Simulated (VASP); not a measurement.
Crystal: Mg4TiN.

```xyz
6
Lattice="0.0000 3.7879 3.7879 3.7879 0.0000 3.7879 3.7879 3.7879 0.0000" Properties=species:S:1:pos:R:3 pbc="T T T"
Mg    3.0511    3.0511    3.0511
Mg    4.5247    4.5247    3.0511
Mg    4.5247    3.0511    4.5247
Mg    3.0511    4.5247    4.5247
Ti    5.6818    5.6818    5.6818
N     1.8939    1.8939    1.8939
```

The cell was generated, and may not be a known phase.

| Item | Value |
| --- | --- |
| Program | VASP 6.6.1 |
| Task | relaxation of cell and atoms |
| Functional | PBE |
| Potentials or basis | VASP PAW PBE potentials, release 64 (Mg, Ti_sv, N) |
| Cutoff | 600 eV |
| k mesh | 4 × 4 × 4 |
| Occupations | gaussian, width 0.1 eV |
| Spin | collinear spin |
| Starting moments | [0.0, 0.0, 0.0, 0.0, 1.0, 0.0] μB |

At the start: pressure 33.5 GPa; volume 18.12 Å³/atom.

Question: Where does the relaxation end?

Answer: Over 10 steps the energy falls by 1486.0 meV/atom and the volume is 26.64 Å³/atom (+47.0 %); space group F-43m (No. 216, to 0.1 Å) before and after; moment 0.00 μB per cell.

Step by step:
| step | energy change (eV) | largest force (eV/Å) | pressure (GPa) | volume (Å³) |
| --- | --- | --- | --- | --- |
| 1 | 0.0000 | 12.9005 | 33.53 | 108.70 |
| 2 | -2.8045 | 10.3750 | 13.34 | 179.91 |
| 3 | -8.1688 | 2.4224 | 9.19 | 138.56 |
| 4 | -8.1966 | 2.1686 | 9.34 | 137.39 |
| 5 | -8.2166 | 1.7859 | 9.61 | 135.69 |
| 6 | -8.8615 | 0.5827 | -1.55 | 164.28 |
| 7 | -8.9100 | 0.2040 | 0.26 | 157.28 |
| 8 | -8.9099 | 0.2314 | 0.12 | 157.73 |
| 9 | -8.9154 | 0.1006 | -0.04 | 159.02 |
| 10 | -8.9160 | 0.0214 | -0.18 | 159.84 |

Final structure:
```
Mg Ti N
1.0
     0.00000    4.30741    4.30741
     4.30741    0.00000    4.30741
     4.30741    4.30741    0.00000
Mg Ti N
4 1 1
Direct
  0.38063 0.38063 0.38063
  0.38063 0.38063 0.85812
  0.38063 0.85812 0.38063
  0.85812 0.38063 0.38063
  0.75000 0.75000 0.75000
  0.25000 0.25000 0.25000
```

Caveat: the volume moved by over 15 % at a fixed basis, so the end points are rough.
